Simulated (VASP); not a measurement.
The system is Pt.

```
CELL_PARAMETERS angstrom
2.55000 0.00000 0.00000
0.00000 2.55000 0.00000
0.00000 0.00000 2.55000
ATOMIC_POSITIONS crystal
Pt 0.00000 0.00000 0.00000
```

| Quantity | Value |
| --- | --- |
| Program | VASP 6.6.1 |
| Task | relaxation of cell and atoms |
| Functional | r2SCAN |
| Potentials or basis | VASP PAW PBE potentials, release 64 (Pt_sv_GW) |
| Cutoff | 550 eV |
| k mesh | 8 × 8 × 8 |
| Occupations | fermi-dirac, width 0.05 eV |
| Spin | no spin polarisation |

At the start: pressure 13.9 GPa; volume 16.58 Å³/atom.

Problem. Where does the relaxation end?

Solution. Over 4 steps the energy falls by 38.9 meV/atom and the volume is 17.53 Å³/atom (+5.7 %); space group Pm-3m (No. 221, to 0.05 Å).

The path:
```tsv
step	energy change (eV)	largest force (eV/Å)	pressure (GPa)	volume (Å³)
1	0.0000	0.0000	13.91	16.58
2	0.1716	0.0000	-20.84	20.28
3	-0.0388	0.0000	-0.79	17.59
4	-0.0389	0.0000	0.02	17.53
```

Final structure:
```cif
data_structure
_symmetry_space_group_name_H-M 'P 1'
_symmetry_Int_Tables_number 1
_cell_length_a 2.5977
_cell_length_b 2.5977
_cell_length_c 2.5977
_cell_angle_alpha 90.000
_cell_angle_beta 90.000
_cell_angle_gamma 90.000
_cell_volume 17.53
loop_
_atom_site_label
_atom_site_type_symbol
_atom_site_fract_x
_atom_site_fract_y
_atom_site_fract_z
_atom_site_occupancy
Pt1 Pt 0.00000 0.00000 0.00000 1
```

Caveat: the PAW data sets were made with another functional, which shifts forces and pressure a little.
